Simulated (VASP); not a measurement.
Write the native input for VASP 6.6.1 that does the following.

- Task: single point
- Functional: PBE
- Potentials or basis: VASP PAW PBE potentials, release 64 (K_sv, Br)
- Cutoff: 520 eV
- k mesh: 6 × 6 × 6
- Occupations: gaussian, width 0.01 eV
- Spin: no spin polarisation
- Dipole correction: no
- Further INCAR settings: ALGO = Normal; EDIFF = 1e-06; NBANDS = 15

The structure of KBr lies in POSCAR:

```
KBr
1.0
    3.9762553130      0.0000000000      0.0000000000
    0.0000000000      3.9762553130      0.0000000000
    0.0000000000      0.0000000000      3.9762553130
K Br
1 1
Direct
    0.0000000000      0.0000000000      0.0000000000
    0.5000000000      0.5000000000      0.5000000000
```

The input as run:

INCAR

```
PREC = Accurate
ENCUT = 520
EDIFF = 1E-6
ISMEAR = 0
SIGMA = 0.01
LREAL = False
LASPH = True
NELM = 80
ALGO = Normal
ISIF = 2
LWAVE = False
LCHARG = True
GGA = PE
LELF = True
LVHAR = True
NBANDS = 15
```

KPOINTS

```
regular mesh
0
Gamma
  6 6 6
```

Potentials or basis: VASP PAW PBE potentials, release 64 (K_sv, Br).

Run with:

```sh
$ cat potpaw_PBE.64/K_sv/POTCAR potpaw_PBE.64/Br/POTCAR > POTCAR
$ mpirun -np 1 vasp_std > vasp.out
```

It gave:

| Item | Value |
| --- | --- |
| Pressure | 0.9 GPa |
| Band gap on the k mesh | 4.02 eV (least direct gap 4.30 eV) |

Caveat: the structure was generated, so it needn't be the stable form of KBr.

It took 29 s on 1 thread of Intel Xeon 8259CL, with other jobs on the host, peak memory 0.17 GiB.
